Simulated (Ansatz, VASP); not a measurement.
**ScS4: VASP beside Ansatz**

```
Sc S
1.0
     5.24902    0.00000    0.00000
    -2.62451    4.54578    0.00000
     0.00000    0.00000    4.98503
Sc S
1 4
Direct
  0.00000 0.00000 0.00000
  0.50000 0.00000 0.00000
  0.00000 0.50000 0.00000
  0.50000 0.50000 0.00000
  0.00000 0.00000 0.50000
```

Alike in both runs: task single point; functional PBE; k mesh 6 × 6 × 4; occupations gaussian, width 0.1 eV; collinear spin.

|  | VASP | Ansatz |
| --- | --- | --- |
| version | VASP 6.6.1 | Ansatz 0.2.0 |
| potentials or method | VASP PAW PBE potentials, release 64 (Sc_sv, S), cutoff 520 eV | scalar-relativistic, plane waves, PAW |
| valence electrons in the cell | 35 | 35 |

Ansatz gave:

* gap on the k mesh at the Fermi level (eV): none
* pressure (GPa): 0.1
* traceless stress, the component that is largest in VASP (GPa): -0.20
* net moment per atom (μB): 0.00

Estimate VASP's values.

gap on the k mesh at the Fermi level (eV): none; pressure (GPa): 0.1; traceless stress, the component that is largest in VASP (GPa): -0.16; net moment per atom (μB): 0.00.

A gap of «none» marks a metal or a gap that the smearing closes. Ansatz's warnings: seeded moment not kept.
